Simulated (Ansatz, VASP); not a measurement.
# Two plane-wave programs on C

```
C
1.0
    -2.46466    0.00000    0.00000
     0.00000    0.00000   -3.57197
     0.00000   -4.26892    0.00000
C
4
Direct
  0.50000 0.00000 0.18634
  0.00000 0.00000 0.66386
  0.00000 0.00000 0.31366
  0.50000 0.00000 0.83614
```

Change from the starting cell: mode 8 frozen in at -0.048 Å and mode 12 at -0.036 Å (largest displacements).

Alike in both runs: task single point; functional PBE; dispersion D3(BJ); k mesh 18 × 12 × 10; occupations gaussian, width 0.15 eV; no spin polarisation.

|  | VASP | Ansatz |
| --- | --- | --- |
| version | VASP 6.6.1 | Ansatz 0.2.0 |
| potentials or method | VASP PAW PBE potentials, release 64 (C), cutoff 520 eV | scalar-relativistic, plane waves, PAW |
| valence electrons in the cell | 16 | 16 |

Ansatz gave:

| Item | Value |
| --- | --- |
| gap on the k mesh at the Fermi level (eV) | none |
| pressure (GPa) | 3.5 |
| traceless stress, the component that is largest in VASP (GPa) | 11.16 |
| rms of the force components (eV/Å) | 3.001 |

Task: Which values does VASP return?

Result: gap on the k mesh at the Fermi level (eV): none; pressure (GPa): 3.9; traceless stress, the component that is largest in VASP (GPa): 11.47; rms of the force components (eV/Å): 2.994.

Atom by atom the forces differ by 0.010 eV/Å (rms over components). A gap of «none» marks a metal or a gap that the smearing closes.
